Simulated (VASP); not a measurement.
Si:

```
Si
1.0
     2.76918    0.00000    0.00000
    -1.38459    2.39818    0.00000
     0.00000    0.00000    4.52207
Si
2
Direct
  0.33333 0.66667 0.25000
  0.66667 0.33333 0.75000
```

- Program: VASP 6.6.1
- Task: relaxation of cell and atoms
- Functional: RPBE
- Potentials or basis: VASP PAW PBE potentials, release 64 (Si)
- Cutoff: 600 eV
- k mesh: 13 × 13 × 7
- Occupations: fermi-dirac, width 0.1 eV
- Spin: no spin polarisation

At the start: pressure -2.8 GPa; volume 15.02 Å³/atom.

Q: How do energy, volume and symmetry change on relaxing?

A: Over 10 steps the energy falls by 5.7 meV/atom and the volume is 14.48 Å³/atom (-3.6 %); space group P6_3/mmc (No. 194, to 0.05 Å).

The path:
| step | energy change (eV) | largest force (eV/Å) | pressure (GPa) | volume (Å³) |
| --- | --- | --- | --- | --- |
| 1 | 0.0000 | 0.0000 | -2.84 | 30.03 |
| 2 | -0.0098 | 0.0000 | 0.24 | 28.89 |
| 3 | -0.0099 | 0.0000 | 0.03 | 28.96 |
| 4 | -0.0100 | 0.0000 | 0.03 | 28.96 |
| 5 | -0.0105 | 0.0000 | 0.05 | 28.96 |
| 6 | -0.0113 | 0.0000 | 0.08 | 28.96 |
| 7 | -0.0095 | 0.0000 | 0.16 | 28.94 |
| 8 | -0.0115 | 0.0000 | 0.10 | 28.95 |
| 9 | -0.0115 | 0.0000 | 0.09 | 28.95 |
| 10 | -0.0115 | 0.0000 | 0.09 | 28.95 |

Final structure:
```cif
data_structure
_symmetry_space_group_name_H-M 'P 1'
_symmetry_Int_Tables_number 1
_cell_length_a 2.7064
_cell_length_b 2.7064
_cell_length_c 4.5645
_cell_angle_alpha 90.000
_cell_angle_beta 90.000
_cell_angle_gamma 120.000
_cell_volume 28.95
loop_
_atom_site_label
_atom_site_type_symbol
_atom_site_fract_x
_atom_site_fract_y
_atom_site_fract_z
_atom_site_occupancy
Si1 Si 0.33333 0.66667 0.25000 1
Si2 Si 0.66667 0.33333 0.75000 1
```

Caveat: the PAW data sets were made with another functional, which shifts forces and pressure a little.
